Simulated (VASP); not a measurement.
# MgSe (Fm-3m) in VASP: single point with PBEsol

Aim: the single point of MgSe with PBEsol.

Everything below comes from runs of VASP 6.6.1. Logs are shortened: lines on timing, memory, paths and dates and some standing lists are left out, and cuts for length are marked.

## Step 1: The cell of the first run

Symmetry: Fm-3m, No. 225, cubic system. The conventional cell has a = 5.450 Å, b = 5.450 Å, c = 5.450 Å, α = 90.00°, β = 90.00°, γ = 90.00°. Within 3.6 Å of Mg (site symmetry m-3m) lie 6 Se at 2.72 Å. Within 3.6 Å of Se (site symmetry m-3m) lie 6 Mg at 2.72 Å.

## Step 2: Single point, PBEsol

INCAR reads:

```
SYSTEM = MgSe
PREC     = Accurate       ! precision mode
ENCUT    = 600            ! plane-wave cutoff, eV
EDIFF    = 1E-6           ! SCF threshold, eV
ISMEAR   = 0              ! smearing method
SIGMA    = 0.01           ! smearing width, eV
LREAL    = .FALSE.        ! projectors in reciprocal space
LASPH    = .TRUE.         ! aspherical terms in the spheres
NELM     = 120            ! most SCF steps
ALGO     = Normal         ! electronic algorithm
ISIF     = 2              ! what is computed and relaxed
LWAVE    = .FALSE.        ! write WAVECAR
LCHARG   = .TRUE.         ! write CHGCAR
GGA      = PS             ! functional
LELF     = .TRUE.         ! ELF
LVHAR    = .TRUE.       
NBANDS   = 11             ! bands
GGA_COMPAT= .FALSE.
```

KPOINTS reads:

```
regular mesh
0
G
  8 8 8
  0 0 0
```

POSCAR reads:

```
MgSe
1.0
    0.0000000000      2.7248601265      2.7248601265
    2.7248601265      0.0000000000      2.7248601265
    2.7248601265      2.7248601265      0.0000000000
Mg Se
1 1
Direct
    0.0000000000      0.0000000000      0.0000000000
    0.5000000000      0.5000000000      0.5000000000
```

Potentials or basis: VASP PAW PBE potentials, release 64 (Mg, Se).

On the command line:

```
cat potpaw_PBE.64/Mg/POTCAR potpaw_PBE.64/Se/POTCAR > POTCAR
mpirun -np 1 vasp_std > vasp.out
```

OUTCAR:

```text
SYSTEM = MgSe
   PREC = Accurate
   ENCUT = 600
   EDIFF = 1E-6
   ISMEAR = 0
   LREAL = .FALSE.
   LASPH = .TRUE.
   NELM = 120
   ISIF = 2
   GGA = PS

 ion  position               nearest neighbor table
   1  0.000  0.000  0.000-   2 2.72   2 2.72   2 2.72   2 2.72   2 2.72   2 2.72
   2  0.500  0.500  0.500-   1 2.72   1 2.72   1 2.72   1 2.72   1 2.72   1 2.72

  LATTYP: Found a face centered cubic cell.
 ALAT       =     5.4497202530

  Lattice vectors:

 A1 = (   0.0000000000,   2.7248601265,   2.7248601265)
 A2 = (   2.7248601265,   0.0000000000,   2.7248601265)
 A3 = (   2.7248601265,   2.7248601265,   0.0000000000)

Analysis of symmetry for initial positions (statically):
=====================================================================
 Subroutine PRICEL returns:
 Original cell was already a primitive cell.

 Routine SETGRP: Setting up the symmetry group for a
 face centered cubic supercell.

 Subroutine GETGRP returns: Found 48 space group operations
 (whereof 48 operations were pure point group operations)
 out of a pool of 48 trial point group operations.

The static configuration has the point symmetry O_h .

Analysis of symmetry for dynamics (positions and initial velocities):
=====================================================================
 Subroutine PRICEL returns:
 Original cell was already a primitive cell.

 Routine SETGRP: Setting up the symmetry group for a
 face centered cubic supercell.

 Subroutine GETGRP returns: Found 48 space group operations
 (whereof 48 operations were pure point group operations)
 out of a pool of 48 trial point group operations.

The dynamic configuration has the point symmetry O_h .

 Subroutine INISYM returns: Found 48 space group operations
 (whereof 48 operations are pure point group operations),
 and found     1 'primitive' translations

----------------------------------------------------------------------------------------

                                     Primitive cell

  volume of cell :      40.4634

  direct lattice vectors                    reciprocal lattice vectors
     0.000000000  2.724860126  2.724860126    -0.183495657  0.183495657  0.183495657
     2.724860126  0.000000000  2.724860126     0.183495657 -0.183495657  0.183495657
     2.724860126  2.724860126  0.000000000     0.183495657  0.183495657 -0.183495657

  length of vectors
     3.853534146  3.853534146  3.853534146     0.317823801  0.317823801  0.317823801

  position of ions in fractional coordinates (direct lattice)
     0.000000000  0.000000000  0.000000000
     0.500000000  0.500000000  0.500000000

  ion indices of the primitive-cell ions
   primitive index   ion index
                 1           1
                 2           2

----------------------------------------------------------------------------------------

 KPOINTS: regular mesh

Automatic generation of k-mesh.
 Grid dimensions read from file:
 generate k-points for:    8    8    8

 Generating k-lattice:

  Cartesian coordinates                     Fractional coordinates (reciprocal lattice)
    -0.022936957  0.022936957  0.022936957     0.125000000  0.000000000  0.000000000
     0.022936957 -0.022936957  0.022936957     0.000000000  0.125000000  0.000000000
     0.022936957  0.022936957 -0.022936957     0.000000000  0.000000000  0.125000000

  Length of vectors
     0.039727975  0.039727975  0.039727975

  Shift w.r.t. Gamma in fractional coordinates (k-lattice)
     0.000000000  0.000000000  0.000000000

 Subroutine IBZKPT returns following result:
 ===========================================

 Found     29 irreducible k-points:

 Following reciprocal coordinates:
            Coordinates               Weight
  0.000000  0.000000  0.000000      1.000000
  0.125000  0.000000  0.000000      8.000000
  0.250000  0.000000  0.000000      8.000000
  0.375000  0.000000  0.000000      8.000000
  0.500000  0.000000  0.000000      4.000000
  0.125000  0.125000  0.000000      6.000000
[... 16 lines left out ...]
  0.500000  0.250000  0.125000     48.000000
 -0.375000  0.250000  0.125000     24.000000
 [... further k-points ...]
   k-points           NKPTS =     29   k-points in BZ     NKDIM =     29   number of bands    NBANDS=     11
   number of dos      NEDOS =    301   number of ions     NIONS =      2
   total plane-waves  NPLWV =  32768
   dimension x,y,z NGX =    32 NGY =   32 NGZ =   32
   dimension x,y,z NGXF=    64 NGYF=   64 NGZF=   64
   ions per type =               1   1
   NGX,Y,Z   is equivalent  to a cutoff of  13.81, 13.81, 13.81 a.u.
   NGXF,Y,Z  is equivalent  to a cutoff of  27.61, 27.61, 27.61 a.u.
 SYSTEM =  MgSe
   PREC   = accura    normal or accurate (medium, high low for compatibility)
   ISTART =      0    job   : 0-new  1-cont  2-samecut
   ICHARG =      2    charge: 1-file 2-atom 10-const
   ISPIN  =      1    spin polarized calculation?
   LNONCOLLINEAR =      F non collinear calculations
   LSORBIT =      F    spin-orbit coupling
   LASPH  =      T    aspherical Exc in radial PAW
   ENCUT  =  600.0 eV  44.10 Ry    6.64 a.u.   7.70  7.70  7.70*2*pi/ulx,y,z
   NELM   =    120;   NELMIN=  2; NELMDL= -5     # of ELM steps
   EDIFF  = 0.1E-05   stopping-criterion for ELM
   LREAL  =      F    real-space projection
   EDIFFG = 0.1E-04   stopping-criterion for IOM
   NSW    =      0    number of steps for IOM
   IBRION =     -1    ionic relax: 0-MD 1-quasi-New 2-CG
   NFREE  =      0    steps in history (QN), initial steepest desc. (CG)
   ISIF   =      2    stress and relaxation
   ISYM   =      2    0-nonsym 1-usesym 2-fastsym
   POTIM  = 0.5000    time-step for ionic-motion
   TEBEG  =    0.0;   TEEND  =   0.0 temperature during run
   PSTRESS=    0.0 pullay stress
   NELECT =       8.0000    total number of electrons
   NUPDOWN=      -1.0000    fix difference up-down
   EMIN   =  10.00;   EMAX   =-10.00  energy-range for DOS
   EFERMI =   0.00;   METHOD = LEGACY
   ISMEAR =     0;   SIGMA  =   0.01  broadening in eV -4-tet -1-fermi 0-gaus
   EFERMI_NEDOS =   21; number of points for ismear=-14 and -15
   IALGO  =     38    algorithm
   IMIX   =      4    mixing-type and parameters
     AMIX     =   0.40;   BMIX     =  1.00
     AMIX_MAG =   1.60;   BMIX_MAG =  1.00
  volume/ion in A,a.u.               =      20.23       136.53
  Fermi-wavevector in a.u.,A,eV,Ry     =   0.953712  1.802254 12.375407  0.909567
  Thomas-Fermi vector in A             =   2.082392
   LORBIT       =      0    0 simple, 1 ext, 2 COOP (PROOUT), +10 PAW based schemes
   GGA     = PS    functional components
   LHFCALC =     F    Hartree Fock is set to
   AEXX    =    0.0000 exact exchange contribution
   IVDW    =     0    specifies the selected vdW correction
   LEPSILON=     F    determine dielectric tensor
   LRPA    =     F    only Hartree local field effects (RPA)
 non-spin polarized calculation
 Gauss-broadening in eV      SIGMA  =   0.01
  energy-cutoff  :      600.00
  volume of cell :       40.46
 maximum number of plane-waves:      1365
   NGX = 15   NGY = 15   NGZ = 15

 number of electron       8.0000000 magnetization

 Free energy of the ion-electron system (eV)
  ---------------------------------------------------
  ext. energy  EPLUGINS =         0.00000000
  ---------------------------------------------------
  free energy    TOTEN  =        -8.10615256 eV

  energy without entropy =       -8.10615256  energy(sigma->0) =       -8.10615256

 E-fermi :   3.2004     XC(G=0):  -9.6228

 val. band max:        3.1497074661   @ k =   0.0000   0.0000   0.0000
 cond. band min:       4.9126905988   @ k =   0.5000   0.5000   0.0000
 fundamental gap:      1.7629831327
 Fermi energy:         3.2003615936

 k-point     1 :       0.0000    0.0000    0.0000
  band No.  band energies     occupation
      1      -9.8257      2.00000
      2       3.1497      2.00000
      3       3.1497      2.00000
      4       3.1497      2.00000
      5       5.6546      0.00000
      6      10.4817      0.00000
      7      10.4817      0.00000
      8      10.4817      0.00000
      9      13.0917      0.00000
     10      13.0917      0.00000
     11      13.9431      0.00000

 k-point     2 :       0.1250    0.0000    0.0000
  band No.  band energies     occupation
      1      -9.6919      2.00000
      2       1.9085      2.00000
      3       3.0470      2.00000
      4       3.0470      2.00000
      5       6.6321      0.00000
      6      10.1579      0.00000
      7      10.7117      0.00000
      8      10.7117      0.00000
      9      12.0708      0.00000
     10      12.0708      0.00000
     11      13.8519      0.00000

 k-point     3 :       0.2500    0.0000    0.0000
  band No.  band energies     occupation
      1      -9.3331      2.00000
      2       0.0983      2.00000
      3       2.8251      2.00000
      4       2.8251      2.00000
      5       7.1718      0.00000
      6      10.1634      0.00000
      7      10.1634      0.00000
      8      10.8547      0.00000
      9      12.6689      0.00000
     10      12.6689      0.00000
     11      13.0694      0.00000

 k-point     4 :       0.3750    0.0000    0.0000
  band No.  band energies     occupation
      1      -8.9035      2.00000
      2      -1.3038      2.00000
      3       2.6319      2.00000
      4       2.6319      2.00000
      5       6.9726      0.00000
      6       9.4475      0.00000
      7       9.4475      0.00000
      8      11.8334      0.00000
      9      13.3428      0.00000
     10      14.6001      0.00000
     11      14.6001      0.00000
[... 239 lines left out ...]
 k-point    22 :       0.3750    0.2500    0.1250
  band No.  band energies     occupation
      1      -9.0537      2.00000
      2      -0.1582      2.00000
      3       1.5843      2.00000
      4       2.4355      2.00000
      5       7.9771      0.00000
      6       9.0770      0.00000
      7       9.3596      0.00000
      8      11.5342      0.00000
      9      12.6162      0.00000
     10      15.5511      0.00000
     11      16.0032      0.00000

 k-point    23 :       0.5000    0.2500    0.1250
  band No.  band energies     occupation
      1      -8.6930      2.00000
      2      -0.9625      2.00000
      3       1.0305      2.00000
      4       2.0943      2.00000
      5       7.8727      0.00000
      6       8.7718      0.00000
      7      10.3032      0.00000
      8      11.4135      0.00000
      9      13.9929      0.00000
     10      15.7614      0.00000
     11      16.5175      0.00000

 k-point    24 :      -0.3750    0.2500    0.1250
  band No.  band energies     occupation
      1      -8.5236      2.00000
      2      -1.3286      2.00000
      3       0.8856      2.00000
      4       1.9165      2.00000
      5       7.8527      0.00000
      6       8.4786      0.00000
      7      10.8577      0.00000
      8      12.1520      0.00000
      9      14.1336      0.00000
     10      14.8510      0.00000
     11      17.1570      0.00000

 [... further k-points ...]

------------------------ aborting loop because EDIFF is reached ----------------------------------------

  FORCE on cell =-STRESS in cart. coord.  units (eV):
  Direction    XX          YY          ZZ          XY          YZ          ZX
  --------------------------------------------------------------------------------------
  -------------------------------------------------------------------------------------
  Total       -0.0136739     -0.0136739     -0.0136739      0.0000000      0.0000000      0.0000000
  in kB       -0.5414293     -0.5414293     -0.5414293      0.0000000      0.0000000      0.0000000
  external PRESSURE =      -0.5414293 kB  Pullay stress =       0.0000000 kB

 VOLUME and BASIS-vectors are now :
 -----------------------------------------------------------------------------
  energy-cutoff  :      600.00
  volume of cell :       40.46
      direct lattice vectors                 reciprocal lattice vectors
     0.000000000  2.724860126  2.724860126    -0.183495657  0.183495657  0.183495657
     2.724860126  0.000000000  2.724860126     0.183495657 -0.183495657  0.183495657
     2.724860126  2.724860126  0.000000000     0.183495657  0.183495657 -0.183495657

 POSITION                                       TOTAL-FORCE (eV/Angst)
 -----------------------------------------------------------------------------------
      0.00000      0.00000      0.00000        -0.000000      0.000000     -0.000000
      2.72486      2.72486      2.72486         0.000000     -0.000000      0.000000
 -----------------------------------------------------------------------------------
    total drift:                               -0.000000     -0.000000      0.000000

  FREE ENERGIE OF THE ION-ELECTRON SYSTEM (eV)
  ---------------------------------------------------
  free  energy   TOTEN  =        -8.1061525639 eV

  energy  without entropy=       -8.1061525639  energy(sigma->0) =       -8.10615256
```

Wall time 14 s (1 thread of Intel Xeon Platinum 8259CL at 2.50GHz (Skylake/Cascade Lake), shared host); peak memory 0.18 GiB.

What came out:

* Free energy: -8.1062 eV
* Pressure: -0.1 GPa
* Band gap on the k mesh: 1.76 eV, indirect (least direct gap 2.50 eV)

Levels at points of the mesh, in eV from the valence-band top:
```tsv
k point	band 1	band 2	band 3	band 4	band 5	band 6	band 7	band 8	band 9
(0.00, 0.00, 0.00)	-12.98	0.00	0.00	0.00	2.50	7.33	7.33	7.33	9.94
(0.50, 0.00, 0.00)	-11.84	-5.00	-0.59	-0.59	3.71	6.04	6.04	8.60	11.32
(0.50, 0.50, 0.00)	-11.52	-4.32	-1.81	-1.81	1.76	3.84	11.65	12.12	12.12
```

Caveat: the PAW data sets were made with another functional, which shifts forces and pressure a little.
